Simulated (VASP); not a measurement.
# Si8N in VASP: single point with PBE

Aim: the single point of Si8N with PBE.

All numbers are computed with VASP 6.6.1; they aren't measurements. Logs are shortened: lines on timing, memory, paths and dates and some standing lists are left out, and cuts for length are marked.

**1. The cell of the first run**

The cell holds a slab with vacuum, 9 atoms: a = 3.851 Å, b = 6.365 Å, c = 19.753 Å, α = 90.00°, β = 90.00°, γ = 90.00°.

**2. Single point, PBE, collinear spin, ferromagnetic start**

INCAR reads:

```
ALGO = Normal
DIPOL = 0.5 0.5 0.332
EDIFF = 1E-6
ENCUT = 520
GGA = PE
GGA_COMPAT = F
IDIPOL = 3
ISIF = 2
ISMEAR = 0
ISPIN = 2
LASPH = T
LCHARG = F
LDIPOL = T
LORBIT = 11
LREAL = F
LWAVE = F
MAGMOM = 0 0 0 0 0 0 0 0 3
NBANDS = 32
NELM = 200
NELMDL = -8
PREC = Accurate
SIGMA = 0.05
```

KPOINTS reads:

```
k-points
0
Gamma
  7 4 1
```

POSCAR reads:

```
Si8N
1.0
    3.8510822285      0.0000000000      0.0000000000
    0.0000000000      6.3646810443      0.0000000000
    0.0000000000      0.0000000000     19.7525435318
Si N
8 1
Direct
    0.0000000000      0.9370679282      0.2025055656
    0.0000000000      0.5629320718      0.2025055656
    0.5000000000      0.4370679282      0.2587875163
    0.5000000000      0.0629320718      0.2587875163
    0.5000000000      0.9333044702      0.3720589482
    0.5000000000      0.5666955298      0.3720589482
    0.0000000000      0.4259907587      0.4177964989
    0.0000000000      0.0740092413      0.4177964989
    0.0000000000      1.2593240921      0.4821142018
```

Potentials or basis: VASP PAW PBE potentials, release 64 (Si, N).

Command:

```
$ cat potpaw_PBE.64/Si/POTCAR potpaw_PBE.64/N/POTCAR > POTCAR
$ mpirun -np 1 vasp_std > vasp.out
```

OUTCAR:

```text
EDIFF = 1E-6
   ENCUT = 520
   GGA = PE
   ISIF = 2
   ISMEAR = 0
   ISPIN = 2
   LASPH = T
   LORBIT = 11
   LREAL = F
   NELM = 200
   NELMDL = -8
   PREC = Accurate

 ion  position               nearest neighbor table
   1  0.000  0.937  0.203-   4 2.36   4 2.36   2 2.38
   2  0.000  0.563  0.203-   3 2.36   3 2.36   1 2.38
   3  0.500  0.437  0.259-   2 2.36   2 2.36   4 2.38   6 2.38
   4  0.500  0.063  0.259-   1 2.36   1 2.36   3 2.38   5 2.38
   5  0.500  0.933  0.372-   8 2.31   8 2.31   6 2.33   4 2.38
   6  0.500  0.567  0.372-   7 2.31   7 2.31   5 2.33   3 2.38
   7  0.000  0.426  0.418-   9 1.66   8 2.24   6 2.31   6 2.31
   8  0.000  0.074  0.418-   9 1.73   7 2.24   5 2.31   5 2.31
   9  0.000  0.259  0.482-   7 1.66   8 1.73

  LATTYP: Found a simple orthorhombic cell.
 ALAT       =     3.8510822285
 B/A-ratio  =     1.6526993366
 C/A-ratio  =     5.1290890092

  Lattice vectors:

 A1 = (   3.8510822285,   0.0000000000,   0.0000000000)
 A2 = (   0.0000000000,   6.3646810443,   0.0000000000)
 A3 = (   0.0000000000,   0.0000000000,  19.7525435318)

Analysis of symmetry for initial positions (statically):
=====================================================================
 Subroutine PRICEL returns:
 Original cell was already a primitive cell.

 Routine SETGRP: Setting up the symmetry group for a
 simple orthorhombic supercell.

 Subroutine GETGRP returns: Found  2 space group operations
 (whereof  2 operations were pure point group operations)
 out of a pool of  8 trial point group operations.

The static configuration has the point symmetry C_1h.

Analysis of symmetry for dynamics (positions and initial velocities):
=====================================================================
 Subroutine PRICEL returns:
 Original cell was already a primitive cell.

 Routine SETGRP: Setting up the symmetry group for a
 simple orthorhombic supercell.

 Subroutine GETGRP returns: Found  2 space group operations
 (whereof  2 operations were pure point group operations)
 out of a pool of  8 trial point group operations.

The dynamic configuration has the point symmetry C_1h.

Analysis of structural, dynamic, and magnetic symmetry:
=====================================================================
 Subroutine PRICEL returns:
 Original cell was already a primitive cell.

 Routine SETGRP: Setting up the symmetry group for a
 simple orthorhombic supercell.

 Subroutine GETGRP returns: Found  2 space group operations
 (whereof  2 operations were pure point group operations)
 out of a pool of  8 trial point group operations.

The overall configuration has the point symmetry C_1h.

 Subroutine INISYM returns: Found  2 space group operations
 (whereof  2 operations are pure point group operations),
 and found     1 'primitive' translations

----------------------------------------------------------------------------------------

                                     Primitive cell

  volume of cell :     484.1528

  direct lattice vectors                    reciprocal lattice vectors
     3.851082229  0.000000000  0.000000000     0.259667268  0.000000000  0.000000000
     0.000000000  6.364681044  0.000000000     0.000000000  0.157117064  0.000000000
     0.000000000  0.000000000 19.752543532     0.000000000  0.000000000  0.050626391

  length of vectors
     3.851082229  6.364681044 19.752543532     0.259667268  0.157117064  0.050626391

  position of ions in fractional coordinates (direct lattice)
     0.000000000  0.937067928  0.202505566
     0.000000000  0.562932072  0.202505566
     0.500000000  0.437067928  0.258787516
     0.500000000  0.062932072  0.258787516
     0.500000000  0.933304470  0.372058948
     0.500000000  0.566695530  0.372058948
[... 62 lines left out ...]
   NGX,Y,Z   is equivalent  to a cutoff of  12.95, 12.54, 12.62 a.u.
   NGXF,Y,Z  is equivalent  to a cutoff of  25.90, 25.08, 25.25 a.u.
 SYSTEM =  unknown system
   PREC   = accura    normal or accurate (medium, high low for compatibility)
   ISTART =      0    job   : 0-new  1-cont  2-samecut
   ICHARG =      2    charge: 1-file 2-atom 10-const
   ISPIN  =      2    spin polarized calculation?
   LNONCOLLINEAR =      F non collinear calculations
   LSORBIT =      F    spin-orbit coupling
   LASPH  =      T    aspherical Exc in radial PAW
   ENCUT  =  520.0 eV  38.22 Ry    6.18 a.u.   7.16 11.83 36.73*2*pi/ulx,y,z
   NELM   =    200;   NELMIN=  2; NELMDL= -8     # of ELM steps
   EDIFF  = 0.1E-05   stopping-criterion for ELM
   LREAL  =      F    real-space projection
   EDIFFG = 0.1E-04   stopping-criterion for IOM
   NSW    =      0    number of steps for IOM
   IBRION =     -1    ionic relax: 0-MD 1-quasi-New 2-CG
   NFREE  =      0    steps in history (QN), initial steepest desc. (CG)
   ISIF   =      2    stress and relaxation
   ISYM   =      2    0-nonsym 1-usesym 2-fastsym
   POTIM  = 0.5000    time-step for ionic-motion
   TEBEG  =    0.0;   TEEND  =   0.0 temperature during run
   PSTRESS=    0.0 pullay stress
   NELECT =      37.0000    total number of electrons
   NUPDOWN=      -1.0000    fix difference up-down
   EMIN   =  10.00;   EMAX   =-10.00  energy-range for DOS
   EFERMI =   0.00;   METHOD = LEGACY
   ISMEAR =     0;   SIGMA  =   0.05  broadening in eV -4-tet -1-fermi 0-gaus
   EFERMI_NEDOS =   21; number of points for ismear=-14 and -15
   IALGO  =     38    algorithm
   IMIX   =      4    mixing-type and parameters
     AMIX     =   0.40;   BMIX     =  1.00
     AMIX_MAG =   1.60;   BMIX_MAG =  1.00
  volume/ion in A,a.u.               =      53.79       363.02
  Fermi-wavevector in a.u.,A,eV,Ry     =   0.694728  1.312845  6.566804  0.482647
  Thomas-Fermi vector in A             =   1.777302
   LORBIT       =     11    0 simple, 1 ext, 2 COOP (PROOUT), +10 PAW based schemes
   GGA     = PE    functional components
   LHFCALC =     F    Hartree Fock is set to
   AEXX    =    0.0000 exact exchange contribution
   IVDW    =     0    specifies the selected vdW correction
   LEPSILON=     F    determine dielectric tensor
   LRPA    =     F    only Hartree local field effects (RPA)
 spin polarized calculation
 Gauss-broadening in eV      SIGMA  =   0.05
  energy-cutoff  :      520.00
  volume of cell :      484.15
 maximum number of plane-waves:     13082
 NGX is ok and might be reduce to    30
   NGX = 15   NGY = 23   NGZ = 73

 dipolmoment           0.000000      0.000000     -0.232892 electrons x Angstroem

 number of electron      37.0000000 magnetization       0.0565236

 dipolmoment           0.000000      0.000000      0.157909 electrons x Angstroem

 Free energy of the ion-electron system (eV)
  ---------------------------------------------------
  ext. energy  EPLUGINS =         0.00000000
  ---------------------------------------------------
  free energy    TOTEN  =       -47.32186337 eV

  energy without entropy =      -47.31630955  energy(sigma->0) =      -47.31908646

 E-fermi :  -1.5530     XC(G=0):  -4.0071

 val. band max:       -1.5675284172   @ k =   0.2857   0.0000   0.0000
 cond. band min:      -1.5384317530   @ k =   0.2857   0.0000   0.0000
 fundamental gap:      0.0290966642
 Fermi energy:        -1.5530268944

 spin component 1

 k-point     1 :       0.0000    0.0000    0.0000
  band No.  band energies     occupation
      1     -17.2114      1.00000
      2     -12.7784      1.00000
      3     -11.3789      1.00000
      4     -10.8835      1.00000
      5      -9.5235      1.00000
      6      -8.2903      1.00000
[... 385 lines left out ...]
     29       3.2013      0.00000
     30       3.7758      0.00000
 Fermi energy:        -1.5530268944

 spin component 2

 k-point     1 :       0.0000    0.0000    0.0000
  band No.  band energies     occupation
      1     -17.1968      1.00000
      2     -12.7738      1.00000
      3     -11.3737      1.00000
      4     -10.8789      1.00000
      5      -9.5204      1.00000
      6      -8.2868      1.00000
[... 385 lines left out ...]
     29       3.2038      0.00000
     30       3.7819      0.00000
 [bands above 30 left out]

------------------------ aborting loop because EDIFF is reached ----------------------------------------

 vacuum level on the upper side and lower side of the slab       (xc-potential included)         0.482        -0.650

  FORCE on cell =-STRESS in cart. coord.  units (eV):
  Direction    XX          YY          ZZ          XY          YZ          ZX
  --------------------------------------------------------------------------------------
  -------------------------------------------------------------------------------------
  Total        2.0638224      2.4606115     -0.0581773      0.0000000     -1.9066178      0.0000000
  in kB        6.8296812      8.1427512     -0.1925227      0.0000000     -6.3094537      0.0000000
  external PRESSURE =       4.9266366 kB  Pullay stress =       0.0000000 kB

 VOLUME and BASIS-vectors are now :
 -----------------------------------------------------------------------------
  energy-cutoff  :      520.00
  volume of cell :      484.15
      direct lattice vectors                 reciprocal lattice vectors
     3.851082229  0.000000000  0.000000000     0.259667268  0.000000000  0.000000000
     0.000000000  6.364681044  0.000000000     0.000000000  0.157117064  0.000000000
     0.000000000  0.000000000 19.752543532     0.000000000  0.000000000  0.050626391

 POSITION                                       TOTAL-FORCE (eV/Angst)
 -----------------------------------------------------------------------------------
      0.00000      5.96414      4.00000         0.000000     -0.789015      0.602581
      0.00000      3.58288      4.00000         0.000000      0.803691      0.622409
      1.92554      2.78180      5.11171         0.000000      0.014088     -0.728929
      1.92554      0.40054      5.11171         0.000000     -0.000798     -0.758053
      1.92554      5.94019      7.34911         0.000000     -0.139658     -0.190408
      1.92554      3.60684      7.34911         0.000000      0.226325     -0.318880
      0.00000      2.71130      8.25254         0.000000      2.219132     -0.315050
      0.00000      0.47105      8.25254         0.000000     -0.976546      1.050024
      0.00000      1.65052      9.52298         0.000000     -1.357220      0.036306
 -----------------------------------------------------------------------------------
    total drift:                               -0.000000     -0.000072     -0.000172

  FREE ENERGIE OF THE ION-ELECTRON SYSTEM (eV)
  ---------------------------------------------------
  free  energy   TOTEN  =       -47.3218633695 eV

  energy  without entropy=      -47.3163095532  energy(sigma->0) =      -47.31908646

 vacuum level on the upper side and lower side of the slab         4.433         3.270

 total charge

# of ion       s       p       d       tot
------------------------------------------
    1        0.791   0.837   0.000   1.628
    2        0.792   0.836   0.000   1.628
    3        0.761   0.889   0.000   1.650
    4        0.762   0.888   0.000   1.650
    5        0.764   0.940   0.000   1.704
    6        0.766   0.943   0.000   1.709
    7        0.763   0.974   0.000   1.737
    8        0.756   0.937   0.000   1.694
    9        1.292   2.428   0.000   3.720
--------------------------------------------------
tot          7.448   9.673   0.000  17.120

 magnetization (x)

# of ion       s       p       d       tot
------------------------------------------
    1       -0.000   0.001   0.000   0.000
    2       -0.000   0.001   0.000   0.001
    3        0.000   0.001   0.000   0.001
    4        0.000   0.001   0.000   0.001
    5       -0.000   0.001   0.000   0.000
    6       -0.000   0.001   0.000   0.001
    7        0.000   0.004   0.000   0.004
    8        0.000   0.005   0.000   0.005
    9        0.001   0.011   0.000   0.012
--------------------------------------------------
tot          0.001   0.024   0.000   0.025
```

Run time: 10 min. Hardware: 1 thread of Intel Xeon 6975P-C (Granite Rapids), shared host; peak memory 0.81 GiB.

What came out:

* Free energy: -47.3219 eV
* Largest force: 2.241 eV/Å
* Net moment: 0.06 μB per cell
* Valence electrons inside the program's atomic spheres: Si 1.63, 1.65, 1.70, 1.71, 1.74, 1.69 (each value once); N 3.72

Forces in eV/Å, atoms in the order of the input:
```
Si   0.000 -0.789  0.603
Si   0.000  0.804  0.622
Si   0.000  0.014 -0.729
Si   0.000 -0.001 -0.758
Si   0.000 -0.140 -0.190
Si   0.000  0.226 -0.319
Si   0.000  2.219 -0.315
Si   0.000 -0.977  1.050
N    0.000 -1.357  0.036
```
